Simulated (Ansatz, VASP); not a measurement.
## ZnAu in VASP and in Ansatz

The input INCAR:

```
SYSTEM = ZnAu
ALGO     = Normal         ! electronic algorithm
EDIFF    = 1E-6           ! SCF threshold, eV
ENCUT    = 520            ! plane-wave cutoff, eV
GGA      = PE             ! functional
ISIF     = 2              ! what is computed and relaxed
ISMEAR   = -1             ! smearing method
LASPH    = .TRUE.         ! aspherical terms in the spheres
LCHARG   = .TRUE.         ! write CHGCAR
LELF     = .TRUE.         ! ELF
LREAL    = .FALSE.        ! projectors in reciprocal space
LVHAR    = .TRUE.       
LWAVE    = .FALSE.        ! write WAVECAR
NBANDS   = 18             ! bands
NELM     = 80             ! most SCF steps
PREC     = Accurate       ! precision mode
SIGMA    = 0.05           ! smearing width, eV
```

File KPOINTS:

```
k-points
0
G
  12 12 12
  0 0 0
```

File POSCAR:

```
ZnAu
1.0
    3.1205533715      0.0000000000      0.0000000000
    0.0000000000      3.1205533715      0.0000000000
    0.0000000000      0.0000000000      3.1205533715
Zn Au
1 1
Direct
    0.5000000000      0.5000000000      0.5000000000
    0.0000000000      0.0000000000      0.0000000000
```

Input for Ansatz:

```yaml
crystal:
  lattice:
    - [3.1205533715, 0.0, 0.0]
    - [0.0, 3.1205533715, 0.0]
    - [0.0, 0.0, 3.1205533715]
  atoms:
    - { symbol: Zn, position: [0.5, 0.5, 0.5] }
    - { symbol: Au, position: [0.0, 0.0, 0.0] }
kpoints:
  mp_grid: { grid: [12, 12, 12] }
scf:
  occupations: { method: fermi_dirac, width: 0.05 }
hamiltonian:
  xc: pbe
  pseudopotentials: { kind: all_electron, lapw: { basis_error: 0.0005 } }
output:
  forces: true
  stress: true
  eigenvalues: true
```

Change from the starting cell: volume scaled by 0.975.

Alike in both runs: task single point; functional PBE; k mesh 12 × 12 × 12; occupations fermi-dirac, width 0.05 eV; no spin polarisation.

```csv
,VASP,Ansatz
version,VASP 6.6.1,Ansatz 0.2.0
potentials or method,"VASP PAW PBE potentials, release 64 (Zn, Au), cutoff 520 eV","all-electron LAPW, scalar-relativistic"
```

|  | VASP | Ansatz | Ansatz less VASP |
| --- | --- | --- | --- |
| pressure (GPa) | 8.9 | 8.7 | -0.17 |

Ansatz ran all-electron here, and VASP with PAW potentials.

Neither program's run includes spin-orbit coupling.
